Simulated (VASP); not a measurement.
AlNi:

```
Ni Al
1.0
     2.88100    0.00000    0.00000
     0.00000    2.88100    0.00000
     0.00000    0.00000    2.88100
Ni Al
1 1
Direct
  0.50000 0.50000 0.50000
  0.00000 0.00000 0.00000
```

| Property | Result |
| --- | --- |
| Program | VASP 6.6.1 |
| Task | relaxation of cell and atoms |
| Functional | BLYP |
| Potentials or basis | VASP PAW PBE potentials, release 64 (Ni, Al) |
| Cutoff | 600 eV |
| k mesh | 9 × 9 × 9 |
| Occupations | fermi-dirac, width 0.05 eV |
| Spin | collinear spin, ferromagnetic start |
| Starting moments | [1.0, 0.0] μB |

At the start: pressure 6.9 GPa; volume 11.96 Å³/atom.

Where does the relaxation end?

Over 3 steps the energy falls by 11.0 meV/atom and the volume is 12.49 Å³/atom (+4.5 %); space group Pm-3m (No. 221, to 0.1 Å) before and after; moment 0.00 μB per cell.

The path:
```tsv
step	energy change (eV)	largest force (eV/Å)	pressure (GPa)	volume (Å³)
1	0.0000	0.0000	6.94	23.91
2	-0.0120	0.0000	-4.04	25.75
3	-0.0219	0.0000	0.07	24.98
```

Final structure:
```yaml
crystal:
  lattice:
    - [2.92317, 0.00000, 0.00000]
    - [0.00000, 2.92317, 0.00000]
    - [0.00000, 0.00000, 2.92317]
  atoms:
    - { symbol: Ni, position: [0.50000, 0.50000, 0.50000] }
    - { symbol: Al, position: [0.00000, 0.00000, 0.00000] }
```

Caveat: the PAW data sets were made with another functional, which shifts forces and pressure a little.
